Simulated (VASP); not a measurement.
A run of VASP 6.6.1 is set up as follows.

INCAR

```
SYSTEM = Be
  ALGO = Normal
  EDIFF = 1E-6
  EDIFFG = -0.01
  ENCUT = 600
  GGA = PS
  IBRION = 2
  ISIF = 3
  ISMEAR = 0
  LASPH = .True.
  LCHARG = .False.
  LREAL = .False.
  LWAVE = .False.
  NELM = 60
  NSW = 100
  PREC = Accurate
  SIGMA = 0.1
```

KPOINTS

```
k-points
0
Gamma
  30 30 30
  0 0 0
```

The input POSCAR:

```
Be
1.0
    0.0000000000      1.5730536306      1.5730536306
    1.5730536306      0.0000000000      1.5730536306
    1.5730536306      1.5730536306      0.0000000000
Be
1
Direct
    0.0000000000      0.0000000000      0.0000000000
```

Potentials or basis: VASP PAW PBE potentials, release 64 (Be).

Launch:

```bash
$ cat potpaw_PBE.64/Be/POTCAR > POTCAR
$ mpirun -np 1 vasp_std > vasp.out
```

What does it give for the relaxed cell?

a = 2.227 Å, b = 2.227 Å, c = 2.227 Å, α = 60.00°, β = 60.00°, γ = 60.00°.

What does it give for the band gap on the k mesh?

Zero (bands 1 and 2 overlap by 0.70 eV).

Predict the space group after relaxing (to 0.1 Å).

Fm-3m (No. 225).

Final structure:
```cif
data_structure
_symmetry_space_group_name_H-M 'P 1'
_symmetry_Int_Tables_number 1
_cell_length_a 2.2268
_cell_length_b 2.2268
_cell_length_c 2.2268
_cell_angle_alpha 60.000
_cell_angle_beta 60.000
_cell_angle_gamma 60.000
_cell_volume 7.81
loop_
_atom_site_label
_atom_site_type_symbol
_atom_site_fract_x
_atom_site_fract_y
_atom_site_fract_z
_atom_site_occupancy
Be1 Be 0.00000 0.00000 0.00000 1
```
